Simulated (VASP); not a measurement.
Here is a VASP 6.6.1 calculation.

Contents of INCAR:

```
SYSTEM = Ir
ALGO = Normal ; EDIFF = 1E-6
EDIFFG = -0.01 ; ENCUT = 600
GGA = CA ; IBRION = 2
ISIF = 3 ; ISMEAR = 1
LASPH = .True. ; LCHARG = .False.
LREAL = .False. ; LWAVE = .False.
NELM = 100 ; NSW = 80
PREC = Accurate ; SIGMA = 0.1
```

File KPOINTS:

```
k-points
0
Gamma
  22 22 22
  0 0 0
```

POSCAR

```
Ir
1.0
    0.0000000000      1.9156000000      1.9156000000
    1.9156000000      0.0000000000      1.9156000000
    1.9156000000      1.9156000000      0.0000000000
Ir
1
Direct
    0.0000000000      0.0000000000      0.0000000000
```

Potentials or basis: VASP PAW LDA potentials, release 64 (Ir).

Command:

```console
$ cat potpaw_LDA.64/Ir/POTCAR > POTCAR
$ mpirun -np 1 vasp_std > vasp.out
```

Task: Estimate the space group after relaxing (to 0.05 Å).

Result: Fm-3m (No. 225).

Task: Predict the relaxed cell.

Result: a = 2.701 Å, b = 2.701 Å, c = 2.701 Å, α = 60.00°, β = 60.00°, γ = 60.00°.

Task: What does it give for the relaxed volume?

Result: 13.93 Å³/atom.

Step by step:
| step | energy change (eV) | largest force (eV/Å) | pressure (GPa) | volume (Å³) |
| --- | --- | --- | --- | --- |
| 1 | 0.0000 | 0.0000 | -3.66 | 14.06 |
| 2 | 0.0243 | 0.0000 | 16.72 | 13.41 |
| 3 | -0.0015 | 0.0000 | -0.06 | 13.93 |

 LDA usually gives volumes a few per cent too small.
